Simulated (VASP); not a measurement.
# Pd (P6_3/mmc) in VASP: notebook

Aim: see how the results for Pd move with the level of theory and the settings. Levels: B3LYP, HSE06, r2SCANh, r2SCAN50. Tasks: relaxation of cell and atoms, single point.

All numbers are computed with VASP 6.6.1; they aren't measurements. Logs are shortened: lines on timing, memory, paths and dates and some standing lists are left out, and cuts for length are marked.

### Step 1. The cell of the first run

The structure is hexagonal, space group P6_3/mmc (No. 194). Conventional cell: a = 2.784 Å, b = 2.784 Å, c = 4.629 Å, α = 90.00°, β = 90.00°, γ = 120.00°. Within 3.7 Å of Pd (site symmetry -6m2) lie 12 Pd at 2.78 to 2.82 Å.

This isn't the form of Pd at room conditions, which is fcc.

### Step 2. Relaxation of cell and atoms, B3LYP

Input file POSCAR:

```
Pd
1.0
    2.7836650458      0.0000000000      0.0000000000
   -1.3918325229      2.4107246453      0.0000000000
    0.0000000000      0.0000000000      4.6288930000
Pd
2
Direct
    0.3333333333      0.6666666667      0.2500000000
    0.6666666667      0.3333333333      0.7500000000
```

Input file INCAR.step1:

```
PREC = Accurate
ENCUT = 600
EDIFF = 1E-5
ISMEAR = -1
SIGMA = 0.05
LREAL = F
LASPH = T
NELM = 80
ALGO = Normal
LWAVE = T
LCHARG = F
GGA = PE
NBANDS = 17
```

Input file INCAR.step2:

```
PREC = Accurate
ENCUT = 600
EDIFF = 1E-6
ISMEAR = -1
SIGMA = 0.05
LREAL = F
LASPH = T
NELM = 80
ALGO = Normal
ISIF = 3
LWAVE = F
LCHARG = F
GGA = B3
LHFCALC = T
AEXX = 0.2
AGGAX = 0.72
AGGAC = 0.81
ALDAC = 0.19
PRECFOCK = Normal
IBRION = 2
NSW = 60
EDIFFG = -0.01
ISTART = 1
```

Input file KPOINTS:

```
Automatic mesh
0
Gamma
  6 6 3
```

Potentials or basis: VASP PAW PBE potentials, release 64 (Pd).

On the command line:

```
$ cat potpaw_PBE.64/Pd/POTCAR > POTCAR
$ cp INCAR.step1 INCAR
$ mpirun -np 1 vasp_std > vasp.out
$ cp INCAR.step2 INCAR
$ mpirun -np 1 vasp_std > vasp.out
```

OUTCAR:

```text
PREC = Accurate
   ENCUT = 600
   EDIFF = 1E-6
   ISMEAR = -1
   LREAL = F
   LASPH = T
   NELM = 80
   ISIF = 3
   GGA = B3
   LHFCALC = T
   AEXX = 0.2
   PRECFOCK = Normal
   IBRION = 2
   NSW = 60
   EDIFFG = -0.01
   ISTART = 1

 ion  position               nearest neighbor table
   1  0.333  0.667  0.250-   2 2.82   2 2.82   2 2.82   2 2.82   2 2.82   2 2.82
   2  0.667  0.333  0.750-   1 2.82   1 2.82   1 2.82   1 2.82   1 2.82   1 2.82

  LATTYP: Found a hexagonal cell.
 ALAT       =     2.7836650458
 C/A-ratio  =     1.6628771507

  Lattice vectors:

 A1 = (   2.7836650458,   0.0000000000,   0.0000000000)
 A2 = (  -1.3918325229,   2.4107246453,   0.0000000000)
 A3 = (   0.0000000000,   0.0000000000,   4.6288930000)

Analysis of symmetry for initial positions (statically):
=====================================================================
 Subroutine PRICEL returns:
 Original cell was already a primitive cell.

 Routine SETGRP: Setting up the symmetry group for a
 hexagonal supercell.

 Subroutine GETGRP returns: Found 24 space group operations
 (whereof 12 operations were pure point group operations)
 out of a pool of 24 trial point group operations.

The static configuration has the point symmetry D_3d.
 The point group associated with its full space group is D_6h.

Analysis of symmetry for dynamics (positions and initial velocities):
=====================================================================
 Subroutine PRICEL returns:
 Original cell was already a primitive cell.

 Routine SETGRP: Setting up the symmetry group for a
 hexagonal supercell.

 Subroutine GETGRP returns: Found 24 space group operations
 (whereof 12 operations were pure point group operations)
 out of a pool of 24 trial point group operations.

The dynamic configuration has the point symmetry D_3d.
 The point group associated with its full space group is D_6h.

 Subroutine INISYM returns: Found 24 space group operations
 (whereof 12 operations are pure point group operations),
 and found     1 'primitive' translations

----------------------------------------------------------------------------------------

                                     Primitive cell

  volume of cell :      31.0629

  direct lattice vectors                    reciprocal lattice vectors
     2.783665046  0.000000000  0.000000000     0.359238624  0.207406516  0.000000000
    -1.391832523  2.410724645  0.000000000     0.000000000  0.414813032  0.000000000
     0.000000000  0.000000000  4.628893000     0.000000000  0.000000000  0.216034374

  length of vectors
     2.783665046  2.783665046  4.628893000     0.414813032  0.414813032  0.216034374

  position of ions in fractional coordinates (direct lattice)
     0.333333333  0.666666667  0.250000000
     0.666666667  0.333333333  0.750000000

  ion indices of the primitive-cell ions
   primitive index   ion index
                 1           1
                 2           2

----------------------------------------------------------------------------------------

 KPOINTS: Automatic mesh

Automatic generation of k-mesh.
 Grid dimensions read from file:
 generate k-points for:    6    6    3

 Generating k-lattice:

  Cartesian coordinates                     Fractional coordinates (reciprocal lattice)
     0.059873104  0.034567753  0.000000000     0.166666667  0.000000000  0.000000000
     0.000000000  0.069135505  0.000000000     0.000000000  0.166666667  0.000000000
     0.000000000  0.000000000  0.072011458     0.000000000  0.000000000  0.333333333

  Length of vectors
     0.069135505  0.069135505  0.072011458

  Shift w.r.t. Gamma in fractional coordinates (k-lattice)
     0.000000000  0.000000000  0.000000000

 Subroutine IBZKPT returns following result:
 ===========================================

 Found     14 irreducible k-points:

 Following reciprocal coordinates:
            Coordinates               Weight
  0.000000  0.000000  0.000000      1.000000
  0.166667  0.000000  0.000000      6.000000
  0.333333  0.000000  0.000000      6.000000
  0.500000  0.000000  0.000000      3.000000
  0.166667  0.166667  0.000000      6.000000
  0.333333  0.166667  0.000000     12.000000
  0.333333  0.333333  0.000000      2.000000
  0.000000  0.000000  0.333333      2.000000
  0.166667  0.000000  0.333333     12.000000
  0.333333  0.000000  0.333333     12.000000
  0.500000  0.000000  0.333333      6.000000
  0.166667  0.166667  0.333333     12.000000
  0.333333  0.166667  0.333333     24.000000
  0.333333  0.333333  0.333333      4.000000
   k-points           NKPTS =     14   k-points in BZ     NKDIM =    108   number of bands    NBANDS=     14
   number of dos      NEDOS =    301   number of ions     NIONS =      2
   total plane-waves  NPLWV =  23040
   dimension x,y,z NGX =    24 NGY =   24 NGZ =   40
   dimension x,y,z NGXF=    48 NGYF=   48 NGZF=   80
   ions per type =               2
   NGX,Y,Z   is equivalent  to a cutoff of  14.33, 14.33, 14.37 a.u.
   NGXF,Y,Z  is equivalent  to a cutoff of  28.67, 28.67, 28.73 a.u.
 SYSTEM =  unknown system
   PREC   = accura    normal or accurate (medium, high low for compatibility)
   ISTART =      1    job   : 0-new  1-cont  2-samecut
   ICHARG =      0    charge: 1-file 2-atom 10-const
   ISPIN  =      1    spin polarized calculation?
   LNONCOLLINEAR =      F non collinear calculations
   LSORBIT =      F    spin-orbit coupling
   LASPH  =      T    aspherical Exc in radial PAW
   ENCUT  =  600.0 eV  44.10 Ry    6.64 a.u.   5.56  5.56  9.25*2*pi/ulx,y,z
   NELM   =     80;   NELMIN=  2; NELMDL=  0     # of ELM steps
   EDIFF  = 0.1E-05   stopping-criterion for ELM
   LREAL  =      F    real-space projection
   EDIFFG = -.1E-01   stopping-criterion for IOM
   NSW    =     60    number of steps for IOM
   IBRION =      2    ionic relax: 0-MD 1-quasi-New 2-CG
   NFREE  =      1    steps in history (QN), initial steepest desc. (CG)
   ISIF   =      3    stress and relaxation
   ISYM   =      3    0-nonsym 1-usesym 2-fastsym
   POTIM  = 0.5000    time-step for ionic-motion
   TEBEG  =    0.0;   TEEND  =   0.0 temperature during run
   PSTRESS=    0.0 pullay stress
   NELECT =      20.0000    total number of electrons
   NUPDOWN=      -1.0000    fix difference up-down
   EMIN   =  10.00;   EMAX   =-10.00  energy-range for DOS
   EFERMI =   0.00;   METHOD = LEGACY
   ISMEAR =    -1;   SIGMA  =   0.05  broadening in eV -4-tet -1-fermi 0-gaus
   EFERMI_NEDOS =   21; number of points for ismear=-14 and -15
   IALGO  =     38    algorithm
   IMIX   =      1    mixing-type and parameters
     AMIX     =   0.40;   BMIX     =  1.00
     AMIX_MAG =   1.60;   BMIX_MAG =  1.00
  volume/ion in A,a.u.               =      15.53       104.81
  Fermi-wavevector in a.u.,A,eV,Ry     =   1.413636  2.671385 27.189429  1.998367
  Thomas-Fermi vector in A             =   2.535261
   LORBIT       =      0    0 simple, 1 ext, 2 COOP (PROOUT), +10 PAW based schemes
   GGA     = B3    functional components
   LHFCALC =     T    Hartree Fock is set to
   PRECFOCK=normal    Normal, Fast or Accurate (Low or Medium for compatibility)
   ENCUT4O =  -1.0   cutoff for four orbital integrals eV
   NKREDX  =     1    reduce k-point grid by
   NKREDY  =     1    reduce k-point grid by
   NKREDZ  =     1    reduce k-point grid by
   AEXX    =    0.2000 exact exchange contribution
   HFSCREEN=    0.0000 screening length (either q_TF or 0.3 A-1)
   HFSCREENC=   0.0000 screening length for correlation (either q_TF or 0.3 A-1)
   ENCUTFOCK=  -1.0 apply spherical cutoff to Coloumb kernel
   IVDW    =     0    specifies the selected vdW correction
   LEPSILON=     F    determine dielectric tensor
   LRPA    =     F    only Hartree local field effects (RPA)
 conjugate gradient relaxation of ions
 non-spin polarized calculation
  energy-cutoff  :      600.00
  volume of cell :       31.06
 maximum number of plane-waves:      1056
 NGX is ok and might be reduce to    24
  NGX = 18; NGY = 18; NGZ = 28

--------------------------------------- Ionic step        1  -------------------------------------------

 number of electron      20.0000005 magnetization

 Free energy of the ion-electron system (eV)
  ---------------------------------------------------
  ext. energy  EPLUGINS =         0.00000000
  ---------------------------------------------------
  free energy    TOTEN  =       -11.06615823 eV

  energy without entropy =      -11.06382025  energy(sigma->0) =      -11.06498924

------------------------ aborting loop because EDIFF is reached ----------------------------------------

  FORCE on cell =-STRESS in cart. coord.  units (eV):
  Direction    XX          YY          ZZ          XY          YZ          ZX
  --------------------------------------------------------------------------------------
  -------------------------------------------------------------------------------------
  Total        0.0997485      0.0997485      1.0948982      0.0000000      0.0000000      0.0000000
  in kB        5.1448788      5.1448788     56.4732254      0.0000000      0.0000000      0.0000000
  external PRESSURE =      22.2543277 kB  Pullay stress =       0.0000000 kB
[... 129 lines left out ...]
  energy  without entropy=      -11.0742271896  energy(sigma->0) =      -11.07609181

--------------------------------------- Ionic step        5  -------------------------------------------

 number of electron      20.0000003 magnetization

 Free energy of the ion-electron system (eV)
  ---------------------------------------------------
  ext. energy  EPLUGINS =         0.00000000
  ---------------------------------------------------
  free energy    TOTEN  =       -11.07817434 eV

  energy without entropy =      -11.07436006  energy(sigma->0) =      -11.07626720

 E-fermi :   8.4568     XC(G=0): -10.1477

 val. band max:        8.0625911364   @ k =   0.3333   0.1667   0.0000
 cond. band min:       8.5622064349   @ k =   0.5000   0.0000   0.3333
 fundamental gap:      0.4996152985
 Fermi energy:         8.4567586706

 k-point     1 :       0.0000    0.0000    0.0000
  band No.  band energies     occupation
      1       1.3546      2.00000
      2       2.8095      2.00000
      3       4.8452      2.00000
      4       5.1501      2.00000
      5       5.1501      2.00000
      6       5.4559      2.00000
      7       5.4559      2.00000
      8       6.2091      2.00000
      9       6.2091      2.00000
     10       7.5776      2.00000
     11       7.5776      2.00000
     12      10.2237      0.00000
     13      15.9874      0.00000
     14      27.5145      0.00000
[... 248 lines left out ...]
  FREE ENERGIE OF THE ION-ELECTRON SYSTEM (eV)
  ---------------------------------------------------
  free  energy   TOTEN  =       -11.0781743447 eV

  energy  without entropy=      -11.0743600609  energy(sigma->0) =      -11.07626720

 reached required accuracy - stopping structural energy minimisation
```

Wall time 1.5 h (1 thread of Intel Xeon Platinum 8559C (Emerald Rapids), shared host); peak memory 0.19 GiB.

Results:

```
Free energy                           : -11.0782 eV
Relaxed volume                        : 15.77 Å³/atom
Relaxed cell                          : a = 2.772 Å, b = 2.772 Å, c = 4.737 Å, α = 90.00°, β = 90.00°, γ = 120.00°
Space group after relaxing (to 0.1 Å) : P6_3/mmc (No. 194)
Energy gained by relaxing             : 6.0 meV/atom
Ionic steps                           : 5
Pressure after relaxing               : 0.0 GPa
Band gap on the k mesh                : zero (bands 10 and 11 overlap by 1.43 eV)
```

The path:
```tsv
step	energy change (eV)	largest force (eV/Å)	pressure (GPa)	volume (Å³)
1	0.0000	0.0000	2.23	31.06
2	-0.0081	0.0000	-2.30	32.04
3	-0.0098	0.0000	-1.04	31.74
4	-0.0118	0.0000	0.35	31.47
5	-0.0120	0.0000	0.02	31.53
```

Final structure:
```yaml
crystal:
  lattice:
    - [2.77249, 0.00000, 0.00000]
    - [-1.38624, 2.40105, 0.00000]
    - [0.00000, 0.00000, 4.73692]
  atoms:
    - { symbol: Pd, position: [0.33333, 0.66667, 0.25000] }
    - { symbol: Pd, position: [0.66667, 0.33333, 0.75000] }
```

Caveat: the k points lie up to 0.44 Å⁻¹ apart in the final cell, too coarse for converged energies and pressures of a metal; the PAW data sets were made with another functional, which shifts forces and pressure a little.

### Step 3. Single point, B3LYP

This run uses another cell than the first one, of 15.72 Å³/atom.

Input file POSCAR:

```
Pd
1.0
    2.7691057696      0.0000000000      0.0000000000
   -1.3845528848      2.3981159423      0.0000000000
    0.0000000000      0.0000000000      4.7334889584
Pd
2
Direct
    0.3333333333      0.6666666667      0.2500000000
    0.6666666667      0.3333333333      0.7500000000
```

Input file INCAR.step1:

```
PREC     = Accurate       # precision mode
ENCUT    = 470            # plane-wave cutoff, eV
EDIFF    = 1E-5           # SCF threshold, eV
ISMEAR   = -1             # smearing method
SIGMA    = 0.05           # smearing width, eV
LREAL    = False          # projectors in reciprocal space
LASPH    = True           # aspherical terms in the spheres
NELM     = 120            # most SCF steps
ALGO     = Normal         # electronic algorithm
ISIF     = 2              # what is computed and relaxed
LWAVE    = True           # write WAVECAR
LCHARG   = False          # write CHGCAR
GGA      = PE             # functional
NBANDS   = 25             # bands
GGA_COMPAT= False
```

Input file INCAR.step2:

```
PREC     = Accurate       # precision mode
ENCUT    = 470            # plane-wave cutoff, eV
EDIFF    = 1E-6           # SCF threshold, eV
ISMEAR   = -1             # smearing method
SIGMA    = 0.05           # smearing width, eV
LREAL    = False          # projectors in reciprocal space
LASPH    = True           # aspherical terms in the spheres
NELM     = 120            # most SCF steps
ALGO     = Normal         # electronic algorithm
ISIF     = 2              # what is computed and relaxed
LWAVE    = False          # write WAVECAR
LCHARG   = False          # write CHGCAR
GGA      = B3             # functional
LHFCALC  = True           # exact exchange
AEXX     = 0.2            # exact-exchange fraction
AGGAX    = 0.72         
AGGAC    = 0.81         
ALDAC    = 0.19         
PRECFOCK = Normal       
ISTART   = 1            
NBANDS   = 25             # bands
GGA_COMPAT= False
```

Input file KPOINTS:

```
regular mesh
0
Gamma
  6 6 3
```

Potentials or basis: VASP PAW PBE potentials, release 64 (Pd_sv_GW).

On the command line:

```
$ cat potpaw_PBE.64/Pd_sv_GW/POTCAR > POTCAR
$ cp INCAR.step1 INCAR
$ mpirun -np 1 vasp_std > vasp.out
$ cp INCAR.step2 INCAR
$ mpirun -np 1 vasp_std > vasp.out
```

It took 24 min on 1 thread of Intel Xeon 6975P-C (Granite Rapids), shared host; peak memory 0.15 GiB.

The run converged. Its results:

```
Free energy            : -5.0539 eV
Pressure               : -3.2 GPa
Band gap on the k mesh : zero (bands 18 and 19 overlap by 1.45 eV)
```

Stress tensor (GPa, compression positive):
```
-3.22  0.00  0.00
 0.00 -3.22  0.00
 0.00  0.00 -3.04
```

Levels at points of the mesh, in eV from the Fermi level:
| k point | band 14 | band 15 | band 16 | band 17 | band 18 | band 19 | band 20 | band 21 | band 22 | band 23 |
| --- | --- | --- | --- | --- | --- | --- | --- | --- | --- | --- |
| (0.00, 0.00, 0.00) | -3.01 | -3.01 | -2.26 | -2.26 | -0.88 | -0.88 | 1.77 | 7.56 | 18.83 | 19.69 |
| (0.50, 0.00, 0.00) | -2.68 | -1.86 | -0.76 | 0.22 | 0.38 | 3.51 | 5.60 | 10.72 | 10.98 | 13.96 |

Caveat: the k points lie up to 0.44 Å⁻¹ apart, too coarse for converged energies and pressures of a metal; the PAW data sets were made with another functional, which shifts forces and pressure a little.

(Continued in part 2 of 2.)

The gap in the log of VASP goes by the Fermi energy; the results here count the filled bands.